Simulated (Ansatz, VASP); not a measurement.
**AlN: VASP and Ansatz over several settings**

```
CELL_PARAMETERS angstrom
3.11300 0.00000 0.00000
-1.55650 2.69594 0.00000
0.00000 0.00000 4.98100
ATOMIC_POSITIONS crystal
Al 0.66667 0.33333 0.50000
Al 0.33333 0.66667 0.00000
N 0.66667 0.33333 0.88000
N 0.33333 0.66667 0.38000
```

Single points on this cell with VASP 6.6.1 and Ansatz 0.2.0. Each row is one pair of runs. Alike in all rows: spin: off; k mesh: 10 × 10 × 6; VASP's potentials, cutoff: VASP PAW PBE potentials, release 64 (Al, N), 520 eV; Ansatz's potentials, cutoff: Ansatz PAW, 420 eV.

| level | smearing | gap on the k mesh at the Fermi level (eV), VASP | gap on the k mesh at the Fermi level (eV), Ansatz | least direct gap on the mesh (eV), VASP | least direct gap on the mesh (eV), Ansatz | pressure (GPa), VASP | pressure (GPa), Ansatz |
| --- | --- | --- | --- | --- | --- | --- | --- |
| PBE | gaussian, width 0.029 eV | 4.22 | 4.21 | 4.22 | 4.21 | 3.5 | 3.7 |
| PBE | gaussian, width 0.03 eV | 4.22 | 4.21 | 4.22 | 4.21 | 3.5 | 3.7 |
| PBE+D4 | fermi-dirac, width 0.05 eV | 4.22 | 4.21 | 4.22 | 4.21 | -1.2 | -1.0 |
| BLYP | fermi-dirac, width 0.05 eV | ? | 4.51 | ? | 4.51 | ? | 6.6 |
| SVWN5 | fermi-dirac, width 0.05 eV | 4.24 | 4.24 | 4.24 | 4.24 | -3.9 | -4.8 |
| PBE | gaussian, width 0.025 eV | 4.22 | 4.21 | 4.22 | 4.21 | 3.5 | 3.7 |
| PBE | gaussian, width 0.026 eV | 4.22 | 4.21 | 4.22 | 4.21 | 3.5 | 3.7 |
| PBE | gaussian, width 0.027 eV | 4.22 | 4.21 | 4.22 | 4.21 | 3.5 | 3.7 |

Q: Fill in what VASP gave in row 4.

A: gap on the k mesh at the Fermi level (eV): 4.50; least direct gap on the mesh (eV): 4.50; pressure (GPa): 7.1.
